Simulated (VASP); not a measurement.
**Ir: single point with r2SCAN**

Crystal: Ir.

```
CELL_PARAMETERS angstrom
0.00000 1.94815 1.94815
1.94815 0.00000 1.94815
1.94815 1.94815 0.00000
ATOMIC_POSITIONS crystal
Ir 0.00000 0.00000 0.00000
```

This cell differs from its parent crystal: volume scaled by 1.04.

```yaml
Program: VASP 6.6.1
Task: single point
Functional: r2SCAN
Potentials_or_basis: VASP PAW PBE potentials, release 64 (Ir)
Cutoff: 520 eV
k_mesh: 23 × 23 × 23
Occupations: fermi-dirac, width 0.1 eV
Spin: no spin polarisation
```

* Pressure: -11.6 GPa

Levels at points of the mesh, in eV from the Fermi level:
```csv
k point,band 2,band 3,band 4,band 5,band 6,band 7
"(0.00, 0.00, 0.00)",-3.71,-3.71,-3.71,-1.19,-1.19,15.21
```

It took 110 s on 1 thread of Intel(R) Xeon(R) Platinum 8375C CPU @ 2.90GHz (Ice Lake), on a shared host, peak memory 0.18 GiB.

Caveat: the PAW data sets were made with another functional, which shifts forces and pressure a little; spin-orbit coupling is left out, which moves the levels of the heavy elements.
